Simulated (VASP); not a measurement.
The system is Al3BAs4.

```xyz
8
Lattice="3.7683 -0.0633 -0.0030 -0.0633 3.7832 0.0048 -0.0087 0.0141 11.2414" Properties=species:S:1:pos:R:3 pbc="T T T"
Al   -0.0317    0.1136    8.3872
Al    1.8009    1.9337   -0.0128
Al   -0.1725    3.6810    2.8918
B     1.8329    1.7847    5.5500
As    1.8169    0.0038    9.7062
As    0.0567    1.9266    1.4377
As    1.8895   -0.0992    4.4662
As    0.1237    1.9284    6.9272
```

```yaml
Program: VASP 6.6.1
Task: relaxation of cell and atoms
Functional: PBE
Potentials_or_basis: VASP PAW PBE potentials, release 64 (Al, B, As)
Cutoff: 600 eV
k_mesh: 4 × 4 × 2
Occupations: gaussian, width 0.1 eV
Spin: no spin polarisation
```

At the start: pressure 5.6 GPa; volume 20.03 Å³/atom.

Problem. How do energy, volume and symmetry change on relaxing?

Solution. Over 18 steps the energy falls by 118.3 meV/atom and the volume is 21.07 Å³/atom (+5.2 %); space group P-4m2 (No. 115, to 0.05 Å).

Step by step:
```
step  energy change (eV)  largest force (eV/Å)  pressure (GPa)  volume (Å³)
   1              0.0000                2.1502            5.61       160.22
   2             -0.6619                0.8641           -3.19       176.96
   3             -0.6954                1.0375           -1.92       173.60
   4             -0.8553                0.6252           -0.45       169.72
   5             -0.8704                0.4996            0.24       168.18
   6             -0.9099                0.2337            0.17       168.22
   7             -0.9181                0.2779            0.15       168.25
   8             -0.9300                0.1869           -0.12       168.83
   9             -0.9311                0.1856           -0.23       169.08
  10             -0.9391                0.1339            0.00       168.55
  11             -0.9396                0.1677            0.07       168.39
  12             -0.9431                0.0793            0.01       168.50
  13             -0.9437                0.0936           -0.03       168.56
  14             -0.9452                0.0547            0.03       168.47
  15             -0.9453                0.0619            0.04       168.45
  16             -0.9461                0.0358           -0.01       168.59
  17             -0.9461                0.0361           -0.01       168.58
  18             -0.9463                0.0211           -0.01       168.57
```

Final structure:
```xyz
8
Lattice="3.8855 -0.0004 0.0019 -0.0012 3.8860 0.0001 -0.0001 -0.0023 11.1646" Properties=species:S:1:pos:R:3 pbc="T T T"
Al    0.0002   -0.0011    8.2065
Al    1.9474    1.9500   11.1652
Al   -0.0011    3.8749    2.9589
B     1.9382    1.9432    5.5824
As    1.9431    0.0070    9.6848
As    0.0030    1.9332    1.4815
As    1.9398    3.8842    4.4594
As    3.8805    1.9414    6.7081
```
